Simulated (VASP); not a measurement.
A run of VASP 6.6.1 is set up as follows.

The input INCAR:

```
SYSTEM = Si6C
  PREC = Accurate
  ENCUT = 600
  EDIFF = 1E-7
  ISMEAR = 0
  SIGMA = 0.02
  LREAL = .False.
  LASPH = .True.
  NELM = 120
  ALGO = Normal
  ISIF = 4
  LWAVE = .False.
  LCHARG = .False.
  GGA = PE
  IBRION = 2
  NSW = 50
  EDIFFG = -0.01
  GGA_COMPAT = .False.
  NELMIN = 4
```

KPOINTS

```
regular mesh
0
Gamma
  6 6 6
  0 0 0
```

File POSCAR:

```
Si6C
1.0
    4.9602450261      2.8637988011      3.0607459864
   -4.9602450261      2.8637988011      3.0607459864
    0.0000000000     -5.7275976022      3.0607459863
Si C
12 2
Direct
    0.3886318800      0.1382129879      0.0130307012
    0.6113681200      0.8617870121      0.9869692988
    0.6153299363      0.7387588364      0.3195468919
    0.3846700637      0.2612411636      0.6804531081
    0.0130307012      0.3886318800      0.1382129879
    0.9869692988      0.6113681200      0.8617870121
    0.3195468919      0.6153299363      0.7387588364
    0.6804531081      0.3846700637      0.2612411636
    0.1382129879      0.0130307012      0.3886318800
    0.8617870121      0.9869692988      0.6113681200
    0.2612411636      0.6804531081      0.3846700637
    0.7387588364      0.3195468919      0.6153299363
    0.9112275420      0.9112275420      0.9112275420
    0.0887724580      0.0887724580      0.0887724580
```

Potentials or basis: VASP PAW PBE potentials, release 64 (Si, C).

Command:

```bash
$ cat potpaw_PBE.64/Si/POTCAR potpaw_PBE.64/C/POTCAR > POTCAR
$ mpirun -np 1 vasp_std > vasp.out
```

Problem. Predict the band gap on the k mesh.

Solution. 0.52 eV (least direct gap 1.25 eV).

Step by step:
```tsv
step	energy change (eV)	largest force (eV/Å)	pressure (GPa)	volume (Å³)
1	0.0000	0.0941	-8.46	260.87
2	-0.0030	0.0371	-8.39	260.87
3	-0.0032	0.0635	-8.36	260.87
4	-0.0037	0.0198	-8.35	260.87
5	-0.0037	0.0212	-8.35	260.87
6	-0.0038	0.0084	-8.34	260.87
```

A k mesh can miss the band edges.
